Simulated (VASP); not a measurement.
# AlGa3N4 (P-42m) in VASP: notebook

Runs on AlGa3N4. Level: PBEsol. Tasks: single point.

Everything below comes from runs of VASP 6.6.1. Logs are shortened: lines on timing, memory, paths and dates and some standing lists are left out, and cuts for length are marked.

### Step 1. The cell of the first run

Symmetry: P-42m, No. 111, tetragonal system. The conventional cell has a = 4.691 Å, b = 4.691 Å, c = 4.468 Å, α = 90.00°, β = 90.00°, γ = 90.00°. Within 2.6 Å of Al (site symmetry -42m) lie 4 N at 1.96 Å. Ga (site symmetry -42m) has 4 N at 2.02 Å within 2.7 Å. Within 2.7 Å of Ga (site symmetry 222) lie 4 N at 2.01 Å. N (site symmetry m) has 1 Al at 1.96 Å and 3 Ga at 2.01 to 2.02 Å within 2.6 Å.

### Step 2. Single point, PBEsol (strain +0.050 along x and y, +0.000 along z)

Contents of INCAR:

```
SYSTEM = AlGa3N4
ALGO = Normal
EDIFF = 1E-6
ENCUT = 520
GGA = PS
ISIF = 2
ISMEAR = 0
LASPH = .TRUE.
LCHARG = .TRUE.
LELF = .TRUE.
LREAL = .FALSE.
LVHAR = .TRUE.
LWAVE = .FALSE.
NBANDS = 41
NELM = 60
PREC = Accurate
SIGMA = 0.05
```

Contents of KPOINTS:

```
k-points
0
G
  6 6 6
  0 0 0
```

Contents of POSCAR:

```
AlGa3N4
1.0
    4.6910093379      0.0000000000      0.0000000000
    0.0000000000      4.6910093379      0.0000000000
    0.0000000000      0.0000000000      4.4676279409
Al Ga N
1 3 4
Direct
    0.0000000000      0.0000000000      0.0000000000
    0.5000000000      0.5000000000      0.0000000000
    0.5000000000      0.0000000000      0.5000000000
    0.0000000000      0.5000000000      0.5000000000
    0.7550309200      0.7550309200      0.2449690800
    0.7550309200      0.2449690800      0.7550309200
    0.2449690800      0.7550309200      0.7550309200
    0.2449690800      0.2449690800      0.2449690800
```

Potentials or basis: VASP PAW PBE potentials, release 64 (Al, Ga_d, N).

The run is started by

```bash
$ cat potpaw_PBE.64/Al/POTCAR potpaw_PBE.64/Ga_d/POTCAR potpaw_PBE.64/N/POTCAR > POTCAR
$ mpirun -np 1 vasp_std > vasp.out
```

OUTCAR:

```text
SYSTEM = AlGa3N4
   EDIFF = 1E-6
   ENCUT = 520
   GGA = PS
   ISIF = 2
   ISMEAR = 0
   LASPH = .TRUE.
   LREAL = .FALSE.
   NELM = 60
   PREC = Accurate

 ion  position               nearest neighbor table
   1  0.000  0.000  0.000-   5 1.96   6 1.96   7 1.96   8 1.96
   2  0.500  0.500  0.000-   5 2.02   6 2.02   7 2.02   8 2.02
   3  0.500  0.000  0.500-   5 2.01   6 2.01   7 2.01   8 2.01
   4  0.000  0.500  0.500-   5 2.01   6 2.01   7 2.01   8 2.01
   5  0.755  0.755  0.245-   1 1.96   3 2.01   4 2.01   2 2.02
   6  0.755  0.245  0.755-   1 1.96   3 2.01   4 2.01   2 2.02
   7  0.245  0.755  0.755-   1 1.96   3 2.01   4 2.01   2 2.02
   8  0.245  0.245  0.245-   1 1.96   3 2.01   4 2.01   2 2.02

  LATTYP: Found a simple tetragonal cell.
 ALAT       =     4.6910093379
 C/A-ratio  =     0.9523809524

  Lattice vectors:

 A1 = (   4.6910093379,   0.0000000000,   0.0000000000)
 A2 = (   0.0000000000,   4.6910093379,   0.0000000000)
 A3 = (   0.0000000000,   0.0000000000,   4.4676279409)

Analysis of symmetry for initial positions (statically):
=====================================================================
 Subroutine PRICEL returns:
 Original cell was already a primitive cell.

 Routine SETGRP: Setting up the symmetry group for a
 simple tetragonal supercell.

 Subroutine GETGRP returns: Found  8 space group operations
 (whereof  8 operations were pure point group operations)
 out of a pool of 16 trial point group operations.

The static configuration has the point symmetry D_2d.

Analysis of symmetry for dynamics (positions and initial velocities):
=====================================================================
 Subroutine PRICEL returns:
 Original cell was already a primitive cell.

 Routine SETGRP: Setting up the symmetry group for a
 simple tetragonal supercell.

 Subroutine GETGRP returns: Found  8 space group operations
 (whereof  8 operations were pure point group operations)
 out of a pool of 16 trial point group operations.

The dynamic configuration has the point symmetry D_2d.

 Subroutine INISYM returns: Found  8 space group operations
 (whereof  8 operations are pure point group operations),
 and found     1 'primitive' translations

----------------------------------------------------------------------------------------

                                     Primitive cell

  volume of cell :      98.3127

  direct lattice vectors                    reciprocal lattice vectors
     4.691009338  0.000000000  0.000000000     0.213173739  0.000000000  0.000000000
     0.000000000  4.691009338  0.000000000     0.000000000  0.213173739  0.000000000
     0.000000000  0.000000000  4.467627941     0.000000000  0.000000000  0.223832426

  length of vectors
     4.691009338  4.691009338  4.467627941     0.213173739  0.213173739  0.223832426

  position of ions in fractional coordinates (direct lattice)
     0.000000000  0.000000000  0.000000000
     0.500000000  0.500000000  0.000000000
     0.500000000  0.000000000  0.500000000
     0.000000000  0.500000000  0.500000000
     0.755030920  0.755030920  0.244969080
     0.755030920  0.244969080  0.755030920
     0.244969080  0.755030920  0.755030920
     0.244969080  0.244969080  0.244969080

  ion indices of the primitive-cell ions
   primitive index   ion index
                 1           1
                 2           2
                 3           3
                 4           4
                 5           5
                 6           6
                 7           7
                 8           8

----------------------------------------------------------------------------------------

 KPOINTS: k-points

Automatic generation of k-mesh.
 Grid dimensions read from file:
 generate k-points for:    6    6    6

 Generating k-lattice:

  Cartesian coordinates                     Fractional coordinates (reciprocal lattice)
     0.035528956  0.000000000  0.000000000     0.166666667  0.000000000  0.000000000
     0.000000000  0.035528956  0.000000000     0.000000000  0.166666667  0.000000000
     0.000000000  0.000000000  0.037305404     0.000000000  0.000000000  0.166666667

  Length of vectors
     0.035528956  0.035528956  0.037305404

  Shift w.r.t. Gamma in fractional coordinates (k-lattice)
     0.000000000  0.000000000  0.000000000

 Subroutine IBZKPT returns following result:
 ===========================================

 Found     40 irreducible k-points:

 Following reciprocal coordinates:
            Coordinates               Weight
  0.000000  0.000000  0.000000      1.000000
  0.166667  0.000000  0.000000      4.000000
  0.333333  0.000000  0.000000      4.000000
  0.500000  0.000000  0.000000      2.000000
  0.166667  0.166667  0.000000      4.000000
  0.333333  0.166667  0.000000      8.000000
[... 16 lines left out ...]
  0.333333  0.000000  0.333333      8.000000
  0.500000  0.000000  0.333333      4.000000
 [... further k-points ...]
   k-points           NKPTS =     40   k-points in BZ     NKDIM =     40   number of bands    NBANDS=     41
   number of dos      NEDOS =    301   number of ions     NIONS =      8
   total plane-waves  NPLWV =  46656
   dimension x,y,z NGX =    36 NGY =   36 NGZ =   36
   dimension x,y,z NGXF=    72 NGYF=   72 NGZF=   72
   ions per type =               1   3   4
   NGX,Y,Z   is equivalent  to a cutoff of  12.76, 12.76, 13.40 a.u.
   NGXF,Y,Z  is equivalent  to a cutoff of  25.52, 25.52, 26.79 a.u.
 SYSTEM =  AlGa3N4
   PREC   = accura    normal or accurate (medium, high low for compatibility)
   ISTART =      0    job   : 0-new  1-cont  2-samecut
   ICHARG =      2    charge: 1-file 2-atom 10-const
   ISPIN  =      1    spin polarized calculation?
   LNONCOLLINEAR =      F non collinear calculations
   LSORBIT =      F    spin-orbit coupling
   LASPH  =      T    aspherical Exc in radial PAW
   ENCUT  =  520.0 eV  38.22 Ry    6.18 a.u.   8.72  8.72  8.31*2*pi/ulx,y,z
   NELM   =     60;   NELMIN=  2; NELMDL= -5     # of ELM steps
   EDIFF  = 0.1E-05   stopping-criterion for ELM
   LREAL  =      F    real-space projection
[... 7 lines left out ...]
   TEBEG  =    0.0;   TEEND  =   0.0 temperature during run
   PSTRESS=    0.0 pullay stress
   NELECT =      62.0000    total number of electrons
   NUPDOWN=      -1.0000    fix difference up-down
   EMIN   =  10.00;   EMAX   =-10.00  energy-range for DOS
   EFERMI =   0.00;   METHOD = LEGACY
   ISMEAR =     0;   SIGMA  =   0.05  broadening in eV -4-tet -1-fermi 0-gaus
   EFERMI_NEDOS =   21; number of points for ismear=-14 and -15
   IALGO  =     38    algorithm
   IMIX   =      4    mixing-type and parameters
     AMIX     =   0.40;   BMIX     =  1.00
     AMIX_MAG =   1.60;   BMIX_MAG =  1.00
  volume/ion in A,a.u.               =      12.29        82.93
  Fermi-wavevector in a.u.,A,eV,Ry     =   1.403898  2.652982 26.816122  1.970929
  Thomas-Fermi vector in A             =   2.526514
   LORBIT       =      0    0 simple, 1 ext, 2 COOP (PROOUT), +10 PAW based schemes
   GGA     = PS    functional components
   LHFCALC =     F    Hartree Fock is set to
   AEXX    =    0.0000 exact exchange contribution
   IVDW    =     0    specifies the selected vdW correction
   LEPSILON=     F    determine dielectric tensor
   LRPA    =     F    only Hartree local field effects (RPA)
 non-spin polarized calculation
 Gauss-broadening in eV      SIGMA  =   0.05
  energy-cutoff  :      520.00
  volume of cell :       98.31
 maximum number of plane-waves:      2688
 NGX is ok and might be reduce to    36
   NGX = 17   NGY = 17   NGZ = 17

 number of electron      61.9999953 magnetization

 Free energy of the ion-electron system (eV)
  ---------------------------------------------------
  ext. energy  EPLUGINS =         0.00000000
  ---------------------------------------------------
  free energy    TOTEN  =       -54.43378701 eV

  energy without entropy =      -54.43378701  energy(sigma->0) =      -54.43378701

 E-fermi :   4.7148     XC(G=0): -11.2532

 val. band max:        4.4746658456   @ k =   0.0000   0.0000   0.0000
 cond. band min:       5.9797590046   @ k =   0.0000   0.0000   0.0000
 fundamental gap:      1.5050931590
 Fermi energy:         4.7148268943

 k-point     1 :       0.0000    0.0000    0.0000
  band No.  band energies     occupation
      1     -10.6102      2.00000
      2      -9.7341      2.00000
      3      -9.7341      2.00000
      4      -9.7329      2.00000
      5      -8.7720      2.00000
      6      -8.7696      2.00000
[... 33 lines left out ...]
     40      14.4789      0.00000
     41      14.5192      0.00000

 k-point     2 :       0.1667    0.0000    0.0000
  band No.  band energies     occupation
      1     -10.5202      2.00000
      2      -9.7508      2.00000
      3      -9.7380      2.00000
      4      -9.7286      2.00000
      5      -8.7708      2.00000
      6      -8.7668      2.00000
[... 33 lines left out ...]
     40      14.4556      0.00000
     41      15.1268      0.00000

 k-point     3 :       0.3333    0.0000    0.0000
  band No.  band energies     occupation
      1     -10.2898      2.00000
      2      -9.8170      2.00000
      3      -9.7410      2.00000
      4      -9.7246      2.00000
      5      -8.7542      2.00000
      6      -8.7447      2.00000
[... 33 lines left out ...]
     40      14.6935      0.00000
     41      14.8132      0.00000

 k-point     4 :       0.5000    0.0000    0.0000
  band No.  band energies     occupation
      1     -10.0916      2.00000
      2      -9.9216      2.00000
      3      -9.7421      2.00000
      4      -9.7230      2.00000
      5      -8.7293      2.00000
      6      -8.7267      2.00000
[... 825 lines left out ...]
     40      14.2396      0.00000
     41      14.5904      0.00000

 k-point    23 :       0.3333    0.0000    0.3333
  band No.  band energies     occupation
      1     -10.0866      2.00000
      2      -9.8071      2.00000
      3      -9.7681      2.00000
      4      -9.7501      2.00000
      5      -8.7639      2.00000
      6      -8.7495      2.00000
[... 33 lines left out ...]
     40      13.3967      0.00000
     41      13.6743      0.00000

 k-point    24 :       0.5000    0.0000    0.3333
  band No.  band energies     occupation
      1      -9.9998      2.00000
      2      -9.8407      2.00000
      3      -9.7672      2.00000
      4      -9.7577      2.00000
      5      -8.7599      2.00000
      6      -8.7518      2.00000
[... 33 lines left out ...]
     40      13.1923      0.00000
     41      13.2935      0.00000

 [... further k-points ...]

------------------------ aborting loop because EDIFF is reached ----------------------------------------

  FORCE on cell =-STRESS in cart. coord.  units (eV):
  Direction    XX          YY          ZZ          XY          YZ          ZX
  --------------------------------------------------------------------------------------
  -------------------------------------------------------------------------------------
  Total      -10.6111734    -10.6111734     -7.0777327      0.0000000     -0.0000000      0.0000000
  in kB     -172.9276337   -172.9276337   -115.3440369      0.0000000     -0.0000000      0.0000000
  external PRESSURE =    -153.7331015 kB  Pullay stress =       0.0000000 kB

 VOLUME and BASIS-vectors are now :
 -----------------------------------------------------------------------------
  energy-cutoff  :      520.00
  volume of cell :       98.31
      direct lattice vectors                 reciprocal lattice vectors
     4.691009338  0.000000000  0.000000000     0.213173739  0.000000000  0.000000000
     0.000000000  4.691009338  0.000000000     0.000000000  0.213173739  0.000000000
     0.000000000  0.000000000  4.467627941     0.000000000  0.000000000  0.223832426

 POSITION                                       TOTAL-FORCE (eV/Angst)
 -----------------------------------------------------------------------------------
      0.00000      0.00000      0.00000         0.000000      0.000000      0.000000
      2.34550      2.34550      0.00000         0.000000      0.000000      0.000000
      2.34550      0.00000      2.23381         0.000000      0.000000     -0.000000
      0.00000      2.34550      2.23381        -0.000000      0.000000     -0.000000
      3.54186      3.54186      1.09443        -0.013874     -0.013874     -0.032615
      3.54186      1.14915      3.37320        -0.013874      0.013874      0.032615
      1.14915      3.54186      3.37320         0.013874     -0.013874      0.032615
      1.14915      1.14915      1.09443         0.013874      0.013874     -0.032615
 -----------------------------------------------------------------------------------
    total drift:                               -0.000000     -0.000000     -0.000000

  FREE ENERGIE OF THE ION-ELECTRON SYSTEM (eV)
  ---------------------------------------------------
  free  energy   TOTEN  =       -54.4337870146 eV

  energy  without entropy=      -54.4337870146  energy(sigma->0) =      -54.43378701
```

It took 4.6 min on 1 thread of Intel Xeon 8259CL, shared host; peak memory 0.28 GiB.

Results:

```
Free energy            : -54.4338 eV
Pressure               : -15.4 GPa
Largest force          : 0.038 eV/Å
Band gap on the k mesh : 1.51 eV
```

Forces on the atoms (eV/Å):
```
Al   0.000  0.000  0.000
Ga   0.000  0.000  0.000
Ga   0.000  0.000  0.000
Ga   0.000  0.000  0.000
N   -0.014 -0.014 -0.033
N   -0.014  0.014  0.033
N    0.014 -0.014  0.033
N    0.014  0.014 -0.033
```

Caveat: the cell differs from its parent crystal (strain +0.050 along x and y, +0.000 along z); the cell stands under tension; the PAW data sets were made with another functional, which shifts forces and pressure a little.

(Part 1 of 2 ends here.)
